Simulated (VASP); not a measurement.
Input of a VASP 6.6.1 run:

The input INCAR:

```
ALGO = Normal
EDIFF = 1E-7
ENCUT = 520
GGA = PE
ISIF = 2
ISMEAR = 0
LASPH = True
LCHARG = False
LREAL = False
LWAVE = False
NBANDS = 18
NELM = 100
PREC = Accurate
SIGMA = 0.1
```

KPOINTS

```
k-points
0
Gamma
  12 12 8
```

Contents of POSCAR:

```
Li3P2
1.0
    4.2065704250      0.0000000000      0.0000000000
   -2.1032852125      3.6429968508      0.0000000000
    0.0000000000      0.0000000000      5.1416555956
Li P
3 2
Direct
    0.0000000000      0.0000000000      0.0000000000
    0.3333333333      0.6666666667      0.6842985849
    0.6666666667      0.3333333333      0.3157014151
    0.3333333333      0.6666666667      0.1988873664
    0.6666666667      0.3333333333      0.8011126336
```

Potentials or basis: VASP PAW PBE potentials, release 64 (Li_sv, P).

Launch:

```sh
$ cat potpaw_PBE.64/Li_sv/POTCAR potpaw_PBE.64/P/POTCAR > POTCAR
$ mpirun -np 1 vasp_std > vasp.out
```

(1) Estimate the largest force.

(2) What does it give for the band gap on the k mesh?

## Answers

(1) 0.006 eV/Å.

(2) zero (an odd number of electrons rules out a gap without spin polarisation).
